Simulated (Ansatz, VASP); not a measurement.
# Two plane-wave programs on Be

The input INCAR:

```
PREC = Accurate
ENCUT = 520
EDIFF = 1E-6
ISMEAR = 0
SIGMA = 0.15
LREAL = F
LASPH = T
NELM = 60
ALGO = Normal
ISIF = 2
LWAVE = F
LCHARG = F
GGA = PS
NBANDS = 7
```

File KPOINTS:

```
Automatic mesh
0
Gamma
  26 26 26
```

File POSCAR:

```
Be
1.0
   -1.2155273228      1.2155273228      1.2719177656
    1.2155273228     -1.2155273228      1.2719177656
    1.2155273228      1.2155273228     -1.2719177656
Be
1
Direct
    0.0000000000      0.0000000000      0.0000000000
```

Input for Ansatz:

```yaml
crystal:
  lattice:
    - [-1.2155273228, 1.2155273228, 1.2719177656]
    - [1.2155273228, -1.2155273228, 1.2719177656]
    - [1.2155273228, 1.2155273228, -1.2719177656]
  atoms:
    - { symbol: Be, position: [0.0, 0.0, 0.0] }
basis:
  ecutwfc: 420
kpoints:
  mp_grid: { grid: [26, 26, 26] }
hamiltonian:
  xc: pbesol
scf:
  occupations: { method: gaussian, width: 0.15 }
output:
  forces: true
  stress: true
  eigenvalues: true
```

Change from the starting cell: strain -0.030 along x and y, +0.015 along z, atoms carried along.

Alike in both runs: task single point; functional PBEsol; k mesh 26 × 26 × 26; occupations gaussian, width 0.15 eV; no spin polarisation.

|  | VASP | Ansatz |
| --- | --- | --- |
| version | VASP 6.6.1 | Ansatz 0.2.0 |
| potentials or method | VASP PAW PBE potentials, release 64 (Be), cutoff 520 eV | scalar-relativistic, plane waves, PAW |
| valence electrons in the cell | 2 | 2 |

```tsv
	VASP	Ansatz	Ansatz less VASP
gap on the k mesh at the Fermi level (eV)	none	none	-
pressure (GPa)	4.5	4.0	-0.41
traceless stress, the component that is largest in VASP (GPa)	-1.97	-1.97	+0.007
```

VASP's potentials were made for PBE, not for PBEsol. A gap of «none» marks a metal or a gap that the smearing closes.
